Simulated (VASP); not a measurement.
Co:

```
Co
1.0
     2.28685    0.00000    0.00000
     0.00000    2.28685    0.00000
     0.00000    0.00000    2.28685
Co
1
Direct
  0.00000 0.00000 0.00000
```

This isn't the form of Co at room conditions, which is hcp.

```yaml
Program: VASP 6.6.1
Task: relaxation of cell and atoms
Functional: PBEsol
Potentials_or_basis: VASP PAW PBE potentials, release 64 (Co_sv)
Cutoff: 690 eV
k_mesh: 14 × 14 × 14
Occupations: fermi-dirac, width 0.1 eV
Spin: no spin polarisation
```

At the start: pressure -10.0 GPa; volume 11.96 Å³/atom.

Question: Where does the relaxation end?

Answer: Over 3 steps the energy falls by 19.9 meV/atom and the volume is 11.36 Å³/atom (-5.0 %); space group Pm-3m (No. 221, to 0.1 Å) before and after.

Step by step:
```tsv
step	energy change (eV)	largest force (eV/Å)	pressure (GPa)	volume (Å³)
1	0.0000	0.0000	-10.04	11.96
2	0.0074	0.0000	14.36	10.71
3	-0.0199	0.0000	-0.10	11.36
```

Final structure:
```xyz
1
Lattice="2.2479 0.0000 0.0000 0.0000 2.2479 0.0000 0.0000 0.0000 2.2479" Properties=species:S:1:pos:R:3 pbc="T T T"
Co    0.0000    0.0000    0.0000
```

Caveat: the PAW data sets were made with another functional, which shifts forces and pressure a little; the run has no spin polarisation, though such a crystal can be magnetic.
